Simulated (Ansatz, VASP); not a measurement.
TiSi in VASP and in Ansatz

```
Ti Si
1.0
     3.62650    0.00000    0.00000
     0.00000    7.61547    0.00000
     0.00000    0.00000    4.16785
Ti Si
4 4
Direct
  0.00000 0.50000 0.05076
  0.50000 0.50000 0.55075
  0.50000 0.00000 0.55075
  0.00000 0.00000 0.05075
  0.00000 0.75000 0.55075
  0.00000 0.25000 0.55075
  0.50000 0.25000 0.05075
  0.50000 0.75000 0.05075
```

Alike in both runs: task single point; functional r2SCAN; k mesh 12 × 6 × 10; occupations gaussian, width 0.15 eV; no spin polarisation.

```csv
,VASP,Ansatz
version,VASP 6.6.1,Ansatz 0.2.0
potentials or method,"VASP PAW PBE potentials, release 64 (Ti_sv, Si), cutoff 520 eV","scalar-relativistic, plane waves, PAW"
valence electrons in the cell,64,64
```

Ansatz gave:

- gap on the k mesh at the Fermi level (eV): none
- pressure (GPa): 0.1
- traceless stress, the component that is largest in VASP (GPa): 0.01

Problem. Which values does VASP return?

Solution. gap on the k mesh at the Fermi level (eV): none; pressure (GPa): 0.5; traceless stress, the component that is largest in VASP (GPa): 0.09.

VASP's potentials were made for PBE, not for r2SCAN. A gap of «none» marks a metal or a gap that the smearing closes. Ansatz's warnings: structure snapped to symmetry.
